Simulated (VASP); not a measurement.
# Sr7Zn16 (a cell with a defect) in VASP: single point with LDA

Aim: the single point of Sr7Zn16 (a cell with a defect) with LDA.

All numbers are computed with VASP 6.6.1; they aren't measurements. Logs are shortened: lines on timing, memory, paths and dates and some standing lists are left out, and cuts for length are marked.

**1. The cell of the first run**

The cell holds a defect, 23 atoms: a = 6.087 Å, b = 12.174 Å, c = 12.174 Å, α = 133.19°, β = 99.23°, γ = 98.92°.

**2. Single point, LDA**

INCAR

```
SYSTEM = Sr7Zn16
PREC = Accurate
ENCUT = 520
EDIFF = 1E-7
ISMEAR = -1
SIGMA = 0.05
LREAL = Auto
LASPH = .TRUE.
NELM = 100
ALGO = Normal
ISIF = 2
LWAVE = .FALSE.
LCHARG = .TRUE.
GGA = CA
LELF = .TRUE.
LVHAR = .TRUE.
NBANDS = 148
```

KPOINTS

```
Automatic mesh
0
G
  3 2 2
  0 0 0
```

POSCAR

```
Sr7Zn16
1.0
   -2.4178663900      3.9437682600      3.9564166500
    4.8357327800     -7.8875365200      7.9128333000
    4.8357327800      7.8875365200     -7.9128333000
Sr Zn
7 16
Direct
    0.3243231798      0.0100076149      0.1101820528
    0.3302030389     -0.0001670274      0.6028371836
    0.7293301950      0.4666194286      0.8450233470
    0.2604235287      0.5213925571      0.1432033673
    0.6896177145      0.9706036204      0.3667900670
    0.4326409005      0.5237886923      0.5496858210
    0.7643403109      1.0440942520      0.9248217699
    0.2493776900      0.1581880856      0.4557304393
    0.9294117404      0.1328104741      0.2646298926
    0.6848892053      0.3953500891      0.1557687820
   -0.1631802929      0.3608387609      0.3342548282
    0.2999835269      0.1674010814      0.9423349879
    0.9474605080      0.1586580299      0.7632886783
    0.8928744630      0.3455894713      0.5365370541
    0.1319129583      0.3162135229      0.7040796018
   -0.0249529794      0.6340480612      0.4482476876
    0.8562372016      0.6774470734      0.2691428975
    0.7494585034      0.8257624429      0.0237140921
    0.0820333369      0.8295196795      0.2107662248
    0.3042115886      0.6326075889      0.9022387960
    1.0242893688      0.6527358618      0.7367945659
    0.7779915201      0.8428713392      0.5463461494
    0.1352413119      0.8661613084      0.7436702884
```

Potentials or basis: VASP PAW LDA potentials, release 64 (Sr_sv, Zn).

Command:

```bash
$ cat potpaw_LDA.64/Sr_sv/POTCAR potpaw_LDA.64/Zn/POTCAR > POTCAR
$ mpirun -np 1 vasp_std > vasp.out
```

OUTCAR:

```text
SYSTEM = Sr7Zn16
   PREC = Accurate
   ENCUT = 520
   EDIFF = 1E-7
   ISMEAR = -1
   LREAL = Auto
   LASPH = .TRUE.
   NELM = 100
   ISIF = 2
   GGA = CA

 ion  position               nearest neighbor table
   1  0.324  0.010  0.110-   9 3.20  21 3.27  23 3.37  20 3.37  18 3.40   9 3.40   8 3.41  19 3.43
                            18 3.50  11 3.55  12 3.64   5 3.88   7 3.91   7 4.02  14 4.05   6 4.47
   2  0.330  1.000  0.603-  12 3.18  13 3.27  23 3.30  22 3.30  17 3.34  13 3.45   8 3.45  22 3.46
                            16 3.50  19 3.54  15 3.64   5 3.75   7 4.00   3 4.17   5 4.26   4 4.39
   3  0.729  0.467  0.845-  18 3.25  15 3.28  19 3.32  15 3.34  14 3.37  20 3.40  20 3.45   8 3.59
                            13 3.70  21 3.70  17 3.72   4 4.04   2 4.17   6 4.29   5 4.62   4 4.73
   4  0.260  0.521  0.143-  10 3.24  17 3.27  12 3.27  13 3.34  17 3.35  19 3.64  10 3.67  22 3.77
                            16 3.81  15 3.90  20 4.01   3 4.04   5 4.13   2 4.39   7 4.56   3 4.73
   5  0.690  0.971  0.367-  19 3.24   9 3.26  17 3.30   8 3.32  15 3.33  14 3.34  18 3.36  19 3.40
                            22 3.47  13 3.51   8 3.61   2 3.75   1 3.88  20 3.91   4 4.13   2 4.26
   6  0.433  0.524  0.550-  21 3.37  11 3.40  21 3.46  14 3.56  11 3.65  16 3.66   8 3.67   9 3.68
                            14 3.76  20 3.80  18 3.97  16 4.05  23 4.06   3 4.29   7 4.30   1 4.47
   7  0.764  0.044  0.925-  12 3.28  13 3.32  10 3.32  23 3.35  12 3.37   9 3.39  22 3.46  11 3.52
                            23 3.52  18 3.59   1 3.91   2 4.00   1 4.02   6 4.30   4 4.56
   8  0.249  0.158  0.456-  15 2.55   9 2.58  19 2.71   5 3.32   1 3.41   2 3.45   3 3.59   5 3.61
                             6 3.67
   9  0.929  0.133  0.265-  11 2.48  14 2.53  18 2.54   8 2.58   1 3.20   5 3.26   7 3.39   1 3.40
                             6 3.68
  10  0.685  0.395  0.156-  12 2.47  16 2.54  11 2.55  17 2.59   4 3.24   7 3.32   4 3.67
  11  0.837  0.361  0.334-  16 2.48   9 2.48  10 2.55  14 2.57   6 3.40   7 3.52   1 3.55   6 3.65

  12  0.300  0.167  0.942-  10 2.47  23 2.50  13 2.73   2 3.18   4 3.27   7 3.28   7 3.37   1 3.64

  13  0.947  0.159  0.763-  22 2.61  15 2.64  12 2.73   2 3.27   7 3.32   4 3.34   2 3.45   5 3.51
                             3 3.70
  14  0.893  0.346  0.537-   9 2.53  21 2.56  11 2.57  15 2.57   5 3.34   3 3.37   6 3.56   6 3.76
                             1 4.05
  15  0.132  0.316  0.704-   8 2.55  14 2.57  13 2.64  20 2.64   3 3.28   5 3.33   3 3.34   2 3.64
                             4 3.90
  16  0.975  0.634  0.448-  23 2.45  11 2.48  10 2.54  22 2.56  17 2.60   2 3.50   6 3.66   4 3.81
                             6 4.05
  17  0.856  0.677  0.269-  10 2.59  16 2.60  19 2.67  22 2.68   4 3.27   5 3.30   2 3.34   4 3.35
                             3 3.72
  18  0.749  0.826  0.024-   9 2.54  20 2.65  19 2.76   3 3.25   5 3.36   1 3.40   1 3.50   7 3.59
                             6 3.97
  19  0.082  0.830  0.211-  17 2.67   8 2.71  18 2.76   5 3.24   3 3.32   5 3.40   1 3.43   2 3.54
                             4 3.64
  20  0.304  0.633  0.902-  21 2.59  15 2.64  18 2.65   1 3.37   3 3.40   3 3.45   6 3.80   5 3.91
                             4 4.01
  21  0.024  0.653  0.737-  23 2.52  14 2.56  20 2.59   1 3.27   6 3.37   6 3.46   3 3.70
  22  0.778  0.843  0.546-  16 2.56  13 2.61  17 2.68  23 2.79   2 3.30   2 3.46   7 3.46   5 3.47
                             4 3.77
  23  0.135  0.866  0.744-  16 2.45  12 2.50  21 2.52  22 2.79   2 3.30   7 3.35   1 3.37   7 3.52
                             6 4.06

  LATTYP: Found a triclinic cell.
 ALAT       =    17.3949518384
 B/A-ratio  =     0.5263247761
 C/A-ratio  =     1.2845753260
 COS(alpha) =     0.0019537664
 COS(beta)  =     0.6433159787
 COS(gamma) =     0.7478294808

  Lattice vectors:

 A1 = (  12.0893319500,  -3.9437682600,  11.8692499500)
 A2 = (   7.2535991700,   3.9437682600,   3.9564166500)
 A3 = (   0.0000000000, -15.7750730400,  15.8256666000)

Analysis of symmetry for initial positions (statically):
=====================================================================
 Subroutine PRICEL returns:
 Original cell was already a primitive cell.

 Routine SETGRP: Setting up the symmetry group for a
 triclinic supercell.

 Subroutine GETGRP returns: Found  1 space group operations
 (whereof  1 operations were pure point group operations)
 out of a pool of  2 trial point group operations.

The static configuration has the point symmetry C_1 .

Analysis of symmetry for dynamics (positions and initial velocities):
=====================================================================
 Subroutine PRICEL returns:
 Original cell was already a primitive cell.

 Routine SETGRP: Setting up the symmetry group for a
 triclinic supercell.

 Subroutine GETGRP returns: Found  1 space group operations
 (whereof  1 operations were pure point group operations)
 out of a pool of  2 trial point group operations.

The dynamic configuration has the point symmetry C_1 .

 Subroutine INISYM returns: Found  1 space group operations
 (whereof  1 operations are pure point group operations),
 and found     1 'primitive' translations
[... 83 lines left out ...]

  Shift w.r.t. Gamma in fractional coordinates (k-lattice)
     0.000000000  0.000000000  0.000000000

 Subroutine IBZKPT returns following result:
 ===========================================

 Found      8 irreducible k-points:

 Following reciprocal coordinates:
            Coordinates               Weight
  0.000000  0.000000  0.000000      1.000000
  0.333333 -0.000000  0.000000      2.000000
 -0.000000  0.500000 -0.000000      1.000000
  0.333333  0.500000  0.000000      2.000000
  0.000000 -0.000000  0.500000      1.000000
  0.333333 -0.000000  0.500000      2.000000
 -0.000000  0.500000  0.500000      1.000000
  0.333333  0.500000  0.500000      2.000000
   k-points           NKPTS =      8   k-points in BZ     NKDIM =      8   number of bands    NBANDS=    148
   number of dos      NEDOS =    301   number of ions     NIONS =     23
   total plane-waves  NPLWV = 442368
   dimension x,y,z NGX =    48 NGY =   96 NGZ =   96
   dimension x,y,z NGXF=    96 NGYF=  192 NGZF=  192
   ions per type =               7  16
   NGX,Y,Z   is equivalent  to a cutoff of  13.11, 13.11, 13.11 a.u.
   NGXF,Y,Z  is equivalent  to a cutoff of  26.22, 26.22, 26.22 a.u.
 SYSTEM =  Sr7Zn16
   PREC   = accura    normal or accurate (medium, high low for compatibility)
   ISTART =      0    job   : 0-new  1-cont  2-samecut
   ICHARG =      2    charge: 1-file 2-atom 10-const
   ISPIN  =      1    spin polarized calculation?
   LNONCOLLINEAR =      F non collinear calculations
   LSORBIT =      F    spin-orbit coupling
   LASPH  =      T    aspherical Exc in radial PAW
   ENCUT  =  520.0 eV  38.22 Ry    6.18 a.u.  11.32 22.64 22.64*2*pi/ulx,y,z
   NELM   =    100;   NELMIN=  2; NELMDL= -5     # of ELM steps
   EDIFF  = 0.1E-06   stopping-criterion for ELM
   LREAL  =      T    real-space projection
   EDIFFG = 0.1E-05   stopping-criterion for IOM
   NSW    =      0    number of steps for IOM
   IBRION =     -1    ionic relax: 0-MD 1-quasi-New 2-CG
   NFREE  =      0    steps in history (QN), initial steepest desc. (CG)
   ISIF   =      2    stress and relaxation
   ISYM   =      2    0-nonsym 1-usesym 2-fastsym
   POTIM  = 0.5000    time-step for ionic-motion
   TEBEG  =    0.0;   TEEND  =   0.0 temperature during run
   PSTRESS=    0.0 pullay stress
   NELECT =     262.0000    total number of electrons
   NUPDOWN=      -1.0000    fix difference up-down
   EMIN   =  10.00;   EMAX   =-10.00  energy-range for DOS
   EFERMI =   0.00;   METHOD = LEGACY
   ISMEAR =    -1;   SIGMA  =   0.05  broadening in eV -4-tet -1-fermi 0-gaus
   EFERMI_NEDOS =   21; number of points for ismear=-14 and -15
   IALGO  =     38    algorithm
   IMIX   =      4    mixing-type and parameters
     AMIX     =   0.40;   BMIX     =  1.00
     AMIX_MAG =   1.60;   BMIX_MAG =  1.00
  volume/ion in A,a.u.               =      26.24       177.11
  Fermi-wavevector in a.u.,A,eV,Ry     =   1.239520  2.342352 20.904108  1.536409
  Thomas-Fermi vector in A             =   2.373999
   LORBIT       =      0    0 simple, 1 ext, 2 COOP (PROOUT), +10 PAW based schemes
   GGA     = CA    functional components
   LHFCALC =     F    Hartree Fock is set to
   AEXX    =    0.0000 exact exchange contribution
   IVDW    =     0    specifies the selected vdW correction
   LEPSILON=     F    determine dielectric tensor
   LRPA    =     F    only Hartree local field effects (RPA)
 non-spin polarized calculation
  energy-cutoff  :      520.00
  volume of cell :      603.62
 maximum number of plane-waves:     16292
 NGX is ok and might be reduce to    48
   NGX = 23   NGY = 45   NGZ = 45

 number of electron     262.0000024 magnetization

 Free energy of the ion-electron system (eV)
  ---------------------------------------------------
  ext. energy  EPLUGINS =         0.00000000
  ---------------------------------------------------
  free energy    TOTEN  =       -45.20587857 eV

  energy without entropy =      -45.10691542  energy(sigma->0) =      -45.15639699

 E-fermi :   1.6493     XC(G=0):  -9.4780

 val. band max:        1.6400632573   @ k =   0.0000   0.0000   0.0000
 cond. band min:       1.6512632497   @ k =   0.3333  -0.0000   0.0000
 fundamental gap:      0.0111999924
 Fermi energy:         1.6493055235

 k-point     1 :       0.0000    0.0000    0.0000
  band No.  band energies     occupation
      1     -34.5406      2.00000
      2     -34.2724      2.00000
      3     -34.0715      2.00000
      4     -34.0538      2.00000
      5     -33.9967      2.00000
      6     -33.9401      2.00000
[... 1157 lines left out ...]
    142       3.0998      0.00000
    143       3.3746      0.00000
 [bands above 143 left out]

------------------------ aborting loop because EDIFF is reached ----------------------------------------

  FORCE on cell =-STRESS in cart. coord.  units (eV):
  Direction    XX          YY          ZZ          XY          YZ          ZX
  --------------------------------------------------------------------------------------
  -------------------------------------------------------------------------------------
  Total      -16.2017164    -16.6163926    -17.2580008     -1.5867069      2.4521657      0.2051345
  in kB      -43.0037095    -44.1043716    -45.8073720     -4.2115466      6.5087067      0.5444821
  external PRESSURE =     -44.3051511 kB  Pullay stress =       0.0000000 kB

 VOLUME and BASIS-vectors are now :
 -----------------------------------------------------------------------------
  energy-cutoff  :      520.00
  volume of cell :      603.62
      direct lattice vectors                 reciprocal lattice vectors
    -2.417866390  3.943768260  3.956416650     0.000000000  0.126782297  0.126376983
     4.835732780 -7.887536520  7.912833300     0.103396946  0.000000000  0.063188492
     4.835732780  7.887536520 -7.912833300     0.103396946  0.063391149  0.000000000

 POSITION                                       TOTAL-FORCE (eV/Angst)
 -----------------------------------------------------------------------------------
     -0.20297      2.06918      0.49049        -0.010646      0.000383      0.008756
      6.95170     -1.82907      4.44778         0.003938      0.003868      0.013321
      4.57933      5.86098     -0.10871        -0.006009      0.007100     -0.006262
      2.58414     -1.95593      4.02289         0.001390     -0.004320     -0.002459
      4.79988     -2.04291      7.50629         0.007752     -0.009183     -0.000495
      4.14497      1.91050      1.50679         0.001556     -0.002211      0.002868
[... 15 lines left out ...]
      4.83681      0.72936      5.42441         0.006105     -0.013527     -0.014561
      7.45772     -0.43279      1.50432         0.006456      0.009326      0.001728
 -----------------------------------------------------------------------------------
    total drift:                               -0.000286      0.002123      0.001748

  FREE ENERGIE OF THE ION-ELECTRON SYSTEM (eV)
  ---------------------------------------------------
  free  energy   TOTEN  =       -45.2058785656 eV

  energy  without entropy=      -45.1069154168  energy(sigma->0) =      -45.15639699
```

Wall time 33 min (1 thread of Intel Xeon Platinum 8488C (Sapphire Rapids), shared host); peak memory 0.85 GiB.

Results:

| Quantity | Value |
| --- | --- |
| Free energy | -45.2059 eV |
| Pressure | -4.4 GPa |
| Largest force | 0.021 eV/Å |
| Band gap on the k mesh | zero (band 131 reaches 1.69 eV, above the bottom of band 132 at 1.56 eV) |

Forces on the atoms (eV/Å):
```
Sr  -0.011  0.000  0.009
Sr   0.004  0.004  0.013
Sr  -0.006  0.007 -0.006
Sr   0.001 -0.004 -0.002
Sr   0.008 -0.009  0.000
Sr   0.002 -0.002  0.003
Sr  -0.003  0.000 -0.008
Zn   0.000  0.010  0.007
Zn  -0.005 -0.001 -0.005
Zn  -0.009 -0.003  0.009
Zn   0.000 -0.007 -0.003
Zn   0.008  0.000 -0.003
Zn   0.009 -0.005  0.001
Zn   0.004  0.003 -0.015
Zn   0.004  0.007 -0.010
Zn  -0.008  0.013  0.011
Zn  -0.005 -0.010  0.006
Zn  -0.015 -0.007  0.003
Zn  -0.006  0.005  0.008
Zn   0.004  0.009 -0.003
Zn   0.010 -0.003 -0.001
Zn   0.006 -0.014 -0.015
Zn   0.006  0.009  0.002
```

Caveat: the k points lie up to 0.38 Å⁻¹ apart.
